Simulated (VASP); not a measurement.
# SiO2 (I-42d) in VASP: further runs

Runs on SiO2. Level: LDA. Tasks: single point.

Program: VASP 6.6.1. These are calculated values, not measurements. Logs are shortened: lines on timing, memory, paths and dates and some standing lists are left out, and cuts for length are marked.

## (1) The cell of the first run

Symmetry: I-42d, No. 122, tetragonal system. The conventional cell has a = 4.929 Å, b = 4.929 Å, c = 7.289 Å, α = 90.00°, β = 90.00°, γ = 90.00°. Within 2.1 Å of Si (site symmetry -4) lie 4 O at 1.61 Å. O (site symmetry 2) has 2 Si at 1.61 Å within 2.1 Å.

## (2) Single point, LDA

File INCAR:

```
PREC = Accurate
ENCUT = 520
EDIFF = 1E-6
ISMEAR = 0
SIGMA = 0.02
LREAL = False
LASPH = True
NELM = 60
ALGO = Normal
ISIF = 2
LWAVE = False
LCHARG = False
NBANDS = 44
```

File KPOINTS:

```
regular mesh
0
Gamma
  6 6 4
```

File POSCAR:

```
SiO2
1.0
    4.9288855259      0.0000000000      0.0000000000
    0.0000000000      4.9288855259      0.0000000000
    0.0000000000      0.0000000000      7.2888064865
Si O
4 8
Direct
    0.0000000000      0.0000000000      0.0000000000
    0.0000000000      0.5000000000      0.2500000000
    0.5000000000      0.5000000000      0.5000000000
    0.5000000000      0.0000000000      0.7500000000
    0.0985469533      0.2500000000      0.1250000000
    0.2500000000      0.5985469533      0.3750000000
    0.7500000000      0.4014530467      0.3750000000
    0.9014530467      0.7500000000      0.1250000000
    0.5985469533      0.7500000000      0.6250000000
    0.7500000000      0.0985469533      0.8750000000
    0.2500000000      0.9014530467      0.8750000000
    0.4014530467      0.2500000000      0.6250000000
```

Potentials or basis: VASP PAW LDA potentials, release 64 (Si, O).

On the command line:

```
cat potpaw_LDA.64/Si/POTCAR potpaw_LDA.64/O/POTCAR > POTCAR
mpirun -np 1 vasp_std > vasp.out
```

OUTCAR:

```text
PREC = Accurate
   ENCUT = 520
   EDIFF = 1E-6
   ISMEAR = 0
   LREAL = False
   LASPH = True
   NELM = 60
   ISIF = 2

 ion  position               nearest neighbor table
   1  0.000  0.000  0.000-   5 1.61   8 1.61  10 1.61  11 1.61   2 3.06   4 3.06   2 3.06   4 3.06

   2  0.000  0.500  0.250-   5 1.61   6 1.61   7 1.61   8 1.61   1 3.06   3 3.06   1 3.06   3 3.06

   3  0.500  0.500  0.500-   6 1.61   7 1.61   9 1.61  12 1.61   2 3.06   4 3.06   4 3.06   2 3.06

   4  0.500  0.000  0.750-   9 1.61  10 1.61  11 1.61  12 1.61   1 3.06   3 3.06   3 3.06   1 3.06

   5  0.099  0.250  0.125-   1 1.61   2 1.61
   6  0.250  0.599  0.375-   2 1.61   3 1.61
   7  0.750  0.401  0.375-   2 1.61   3 1.61
   8  0.901  0.750  0.125-   1 1.61   2 1.61
   9  0.599  0.750  0.625-   3 1.61   4 1.61
  10  0.750  0.099  0.875-   1 1.61   4 1.61
  11  0.250  0.901  0.875-   1 1.61   4 1.61
  12  0.401  0.250  0.625-   3 1.61   4 1.61

  LATTYP: Found a simple tetragonal cell.
 ALAT       =     4.9288855259
 C/A-ratio  =     1.4787940292

  Lattice vectors:

 A1 = (   4.9288855259,   0.0000000000,   0.0000000000)
 A2 = (   0.0000000000,   4.9288855259,   0.0000000000)
 A3 = (   0.0000000000,   0.0000000000,   7.2888064865)

Analysis of symmetry for initial positions (statically):
=====================================================================
 Subroutine PRICEL returns following result:

  LATTYP: Found a body centered tetragonal cell.
 ALAT       =     4.9288855259
 C/A-ratio  =     1.4787940292

  Lattice vectors:

 A1 = (   2.4644427630,  -2.4644427630,  -3.6444032433)
 A2 = (  -2.4644427630,   2.4644427630,  -3.6444032433)
 A3 = (   2.4644427630,   2.4644427630,   3.6444032433)

   2 primitive cells build up your supercell.

 Routine SETGRP: Setting up the symmetry group for a
 simple tetragonal supercell.

 Subroutine GETGRP returns: Found  8 space group operations
 (whereof  4 operations were pure point group operations)
 out of a pool of 16 trial point group operations.

The static configuration has the point symmetry S_4 .
 The point group associated with its full space group is D_2d.

Analysis of symmetry for dynamics (positions and initial velocities):
=====================================================================
 Subroutine PRICEL returns following result:

  LATTYP: Found a body centered tetragonal cell.
 ALAT       =     4.9288855259
 C/A-ratio  =     1.4787940292

  Lattice vectors:

 A1 = (   2.4644427630,  -2.4644427630,  -3.6444032433)
 A2 = (  -2.4644427630,   2.4644427630,  -3.6444032433)
 A3 = (   2.4644427630,   2.4644427630,   3.6444032433)

   2 primitive cells build up your supercell.

 Routine SETGRP: Setting up the symmetry group for a
 simple tetragonal supercell.

 Subroutine GETGRP returns: Found  8 space group operations
 (whereof  4 operations were pure point group operations)
 out of a pool of 16 trial point group operations.

The dynamic configuration has the point symmetry S_4 .
 The point group associated with its full space group is D_2d.

 Subroutine INISYM returns: Found  8 space group operations
 (whereof  4 operations are pure point group operations),
 and found     2 'primitive' translations

----------------------------------------------------------------------------------------

                                     Primitive cell

  volume of cell :      88.5368

  direct lattice vectors                    reciprocal lattice vectors
     2.464442763 -2.464442763 -3.644403243     0.202885621  0.000000000 -0.137196673
    -2.464442763  2.464442763 -3.644403243     0.000000000  0.202885621 -0.137196673
     2.464442763  2.464442763  3.644403243     0.202885621  0.202885621  0.000000000

  length of vectors
     5.042680960  5.042680960  5.042680960     0.244919379  0.244919379  0.286923597

  position of ions in fractional coordinates (direct lattice)
     0.000000000  0.000000000  0.000000000
     0.750000000  0.250000000  0.500000000
     0.973546953  0.125000000  0.348546953
     0.875000000  0.223546953  0.848546953
     0.375000000  0.026453047  0.151453047
     0.776453047  0.625000000  0.651453047

  ion indices of the primitive-cell ions
   primitive index   ion index
                 1           1
                 2           2
                 3           5
                 4          10
                 5          11
                 6           8

----------------------------------------------------------------------------------------

 KPOINTS: regular mesh

Automatic generation of k-mesh.
 Grid dimensions read from file:
 generate k-points for:    6    6    4

 Generating k-lattice:

  Cartesian coordinates                     Fractional coordinates (reciprocal lattice)
     0.033814270  0.000000000  0.000000000     0.166666667  0.000000000  0.000000000
     0.000000000  0.033814270  0.000000000     0.000000000  0.166666667  0.000000000
     0.000000000  0.000000000  0.034299168     0.000000000  0.000000000  0.250000000

  Length of vectors
     0.033814270  0.033814270  0.034299168

  Shift w.r.t. Gamma in fractional coordinates (k-lattice)
     0.000000000  0.000000000  0.000000000

 Subroutine IBZKPT returns following result:
 ===========================================

 Found     30 irreducible k-points:

 Following reciprocal coordinates:
            Coordinates               Weight
  0.000000  0.000000  0.000000      1.000000
  0.166667  0.000000  0.000000      4.000000
  0.333333  0.000000  0.000000      4.000000
  0.500000  0.000000  0.000000      2.000000
  0.166667  0.166667  0.000000      4.000000
  0.333333  0.166667  0.000000      8.000000
[... 16 lines left out ...]
  0.333333  0.000000  0.500000      4.000000
  0.500000  0.000000  0.500000      2.000000
 [... further k-points ...]
   k-points           NKPTS =     30   k-points in BZ     NKDIM =     30   number of bands    NBANDS=     44
   number of dos      NEDOS =    301   number of ions     NIONS =     12
   total plane-waves  NPLWV =  86400
   dimension x,y,z NGX =    40 NGY =   40 NGZ =   54
   dimension x,y,z NGXF=    80 NGYF=   80 NGZF=  108
   ions per type =               4   8
   NGX,Y,Z   is equivalent  to a cutoff of  13.49, 13.49, 12.32 a.u.
   NGXF,Y,Z  is equivalent  to a cutoff of  26.98, 26.98, 24.63 a.u.
 SYSTEM =  unknown system
   PREC   = accura    normal or accurate (medium, high low for compatibility)
   ISTART =      0    job   : 0-new  1-cont  2-samecut
   ICHARG =      2    charge: 1-file 2-atom 10-const
   ISPIN  =      1    spin polarized calculation?
   LNONCOLLINEAR =      F non collinear calculations
   LSORBIT =      F    spin-orbit coupling
   LASPH  =      T    aspherical Exc in radial PAW
   ENCUT  =  520.0 eV  38.22 Ry    6.18 a.u.   9.16  9.16 13.55*2*pi/ulx,y,z
   NELM   =     60;   NELMIN=  2; NELMDL= -5     # of ELM steps
   EDIFF  = 0.1E-05   stopping-criterion for ELM
   LREAL  =      F    real-space projection
   EDIFFG = 0.1E-04   stopping-criterion for IOM
   NSW    =      0    number of steps for IOM
   IBRION =     -1    ionic relax: 0-MD 1-quasi-New 2-CG
   NFREE  =      0    steps in history (QN), initial steepest desc. (CG)
   ISIF   =      2    stress and relaxation
   ISYM   =      2    0-nonsym 1-usesym 2-fastsym
   POTIM  = 0.5000    time-step for ionic-motion
   TEBEG  =    0.0;   TEEND  =   0.0 temperature during run
   PSTRESS=    0.0 pullay stress
   NELECT =      64.0000    total number of electrons
   NUPDOWN=      -1.0000    fix difference up-down
   EMIN   =  10.00;   EMAX   =-10.00  energy-range for DOS
   EFERMI =   0.00;   METHOD = LEGACY
   ISMEAR =     0;   SIGMA  =   0.02  broadening in eV -4-tet -1-fermi 0-gaus
   EFERMI_NEDOS =   21; number of points for ismear=-14 and -15
   IALGO  =     38    algorithm
   IMIX   =      4    mixing-type and parameters
     AMIX     =   0.40;   BMIX     =  1.00
     AMIX_MAG =   1.60;   BMIX_MAG =  1.00
  volume/ion in A,a.u.               =      14.76        99.58
  Fermi-wavevector in a.u.,A,eV,Ry     =   1.166139  2.203683 18.502282  1.359879
  Thomas-Fermi vector in A             =   2.302656
   LORBIT       =      0    0 simple, 1 ext, 2 COOP (PROOUT), +10 PAW based schemes
   GGA     = CA    functional components
   LHFCALC =     F    Hartree Fock is set to
   AEXX    =    0.0000 exact exchange contribution
   IVDW    =     0    specifies the selected vdW correction
   LEPSILON=     F    determine dielectric tensor
   LRPA    =     F    only Hartree local field effects (RPA)
 non-spin polarized calculation
 Gauss-broadening in eV      SIGMA  =   0.02
  energy-cutoff  :      520.00
  volume of cell :      177.07
 maximum number of plane-waves:      4806
 NGX is ok and might be reduce to    40
   NGX = 19   NGY = 19   NGZ = 27

 number of electron      64.0000014 magnetization

 Free energy of the ion-electron system (eV)
  ---------------------------------------------------
  ext. energy  EPLUGINS =         0.00000000
  ---------------------------------------------------
  free energy    TOTEN  =      -103.75284662 eV

  energy without entropy =     -103.75284662  energy(sigma->0) =     -103.75284662

 E-fermi :  -0.4941     XC(G=0):  -8.7993

 val. band max:       -0.6011488844   @ k =   0.0000   0.0000   0.0000
 cond. band min:       5.1569643379   @ k =   0.0000   0.0000   0.0000
 fundamental gap:      5.7581132222
 Fermi energy:        -0.4941467532

 k-point     1 :       0.0000    0.0000    0.0000
  band No.  band energies     occupation
      1     -19.6198      2.00000
      2     -18.6620      2.00000
      3     -18.6620      2.00000
      4     -17.4731      2.00000
      5     -17.4731      2.00000
      6     -17.4347      2.00000
[... 36 lines left out ...]
     43      11.0484      0.00000
     44      11.1056      0.00000
[... 1040 lines left out ...]
      4     -18.1286      2.00000
      5     -17.4534      2.00000
      6     -17.4534      2.00000
[... 36 lines left out ...]
     43      10.8195      0.00000
     44      10.8653      0.00000

 [... further k-points ...]
[... 5 lines left out ...]
  --------------------------------------------------------------------------------------
  -------------------------------------------------------------------------------------
  Total        0.6104485      0.6104485      0.6032596      0.0000000      0.0000000      0.0000000
  in kB        5.5233900      5.5233900      5.4583443      0.0000000      0.0000000      0.0000000
  external PRESSURE =       5.5017081 kB  Pullay stress =       0.0000000 kB

 VOLUME and BASIS-vectors are now :
 -----------------------------------------------------------------------------
  energy-cutoff  :      520.00
  volume of cell :      177.07
      direct lattice vectors                 reciprocal lattice vectors
     4.928885526  0.000000000  0.000000000     0.202885621  0.000000000  0.000000000
     0.000000000  4.928885526  0.000000000     0.000000000  0.202885621  0.000000000
     0.000000000  0.000000000  7.288806487     0.000000000  0.000000000  0.137196673

 POSITION                                       TOTAL-FORCE (eV/Angst)
 -----------------------------------------------------------------------------------
      0.00000      0.00000      0.00000         0.000000      0.000000     -0.000000
      0.00000      2.46444      1.82220         0.000000      0.000000     -0.000000
      2.46444      2.46444      3.64440         0.000000      0.000000     -0.000000
      2.46444      0.00000      5.46660         0.000000      0.000000     -0.000000
      0.48573      1.23222      0.91110         0.029468      0.000000      0.000000
      1.23222      2.95017      2.73330        -0.000000      0.029468     -0.000000
      3.69666      1.97872      2.73330        -0.000000     -0.029468     -0.000000
      4.44316      3.69666      0.91110        -0.029468      0.000000      0.000000
      2.95017      3.69666      4.55550         0.029468      0.000000      0.000000
      3.69666      0.48573      6.37771         0.000000      0.029468     -0.000000
      1.23222      4.44316      6.37771         0.000000     -0.029468      0.000000
      1.97872      1.23222      4.55550        -0.029468      0.000000      0.000000
 -----------------------------------------------------------------------------------
    total drift:                                0.000000      0.000000      0.000000

  FREE ENERGIE OF THE ION-ELECTRON SYSTEM (eV)
  ---------------------------------------------------
  free  energy   TOTEN  =      -103.7528466154 eV

  energy  without entropy=     -103.7528466154  energy(sigma->0) =     -103.75284662
```

It took 4 min on 1 thread of Intel Xeon 6975P-C, shared host; peak memory 0.32 GiB.

Results:

```yaml
Free_energy: -103.7528 eV
Pressure: 0.6 GPa
Largest_force: 0.029 eV/Å
Band_gap_on_the_k_mesh: 5.76 eV
```

Forces on the atoms (eV/Å):
```
Si   0.000  0.000  0.000
Si   0.000  0.000  0.000
Si   0.000  0.000  0.000
Si   0.000  0.000  0.000
O    0.029  0.000  0.000
O    0.000  0.029  0.000
O    0.000 -0.029  0.000
O   -0.029  0.000  0.000
O    0.029  0.000  0.000
O    0.000  0.029  0.000
O    0.000 -0.029  0.000
O   -0.029  0.000  0.000
```

(Part 1 of 2 ends here.)
